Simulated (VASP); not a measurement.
Wanted: the native input for a VASP 6.6.1 run.

- Task: single point
- Functional: PBE
- Potentials or basis: VASP PAW PBE potentials, release 64 (Ca_sv, Cd, N)
- Cutoff: 520 eV
- k mesh: 4 × 4 × 2
- Occupations: gaussian, width 0.2 eV
- Spin: no spin polarisation
- Dipole correction: no
- Further INCAR settings: ALGO = Normal; EDIFF = 1e-06; NBANDS = 62

The structure of CaCd3N lies in POSCAR:

```
CaCd3N
1.0
    0.0000000000      4.8075697323      0.0000000000
    0.0000000000      0.0000000000      4.8075697323
    9.6151394647      0.0000000000      0.0000000000
Ca Cd N
2 6 2
Direct
    0.5000000000      0.5000000000      0.2500000000
    0.5000000000      0.5000000000      0.7500000000
    0.0000000000      1.0000000000      0.2500000000
    0.0000000000      1.0000000000      0.7500000000
    0.5000000000      0.0000000000      0.0000000000
    0.5000000000      0.0000000000      0.5000000000
    0.0000000000      0.5000000000      0.0000000000
    0.0000000000      0.5000000000      0.5000000000
    0.0000000000      1.0000000000      0.0000000000
    0.0000000000      1.0000000000      0.5000000000
```

One way to write it, as run:

INCAR

```
SYSTEM = CaCd3N
ALGO = Normal
EDIFF = 1E-6
ENCUT = 520
GGA = PE
ISIF = 2
ISMEAR = 0
LASPH = .TRUE.
LCHARG = .FALSE.
LREAL = .FALSE.
LWAVE = .FALSE.
NBANDS = 62
NELM = 100
PREC = Accurate
SIGMA = 0.2
```

KPOINTS

```
k-points
0
G
  4 4 2
  0 0 0
```

Potentials or basis: VASP PAW PBE potentials, release 64 (Ca_sv, Cd, N).

Run with:

```bash
$ cat potpaw_PBE.64/Ca_sv/POTCAR potpaw_PBE.64/Cd/POTCAR potpaw_PBE.64/N/POTCAR > POTCAR
$ mpirun -np 1 vasp_std > vasp.out
```

Results of the run:

```
Pressure               : 0.3 GPa
Band gap on the k mesh : zero (bands 51 and 52 overlap by 1.09 eV)
```

Wall time 78 s on 1 thread of Intel(R) Xeon(R) 6975P-C (Granite Rapids) (shared host), peak memory 0.36 GiB.
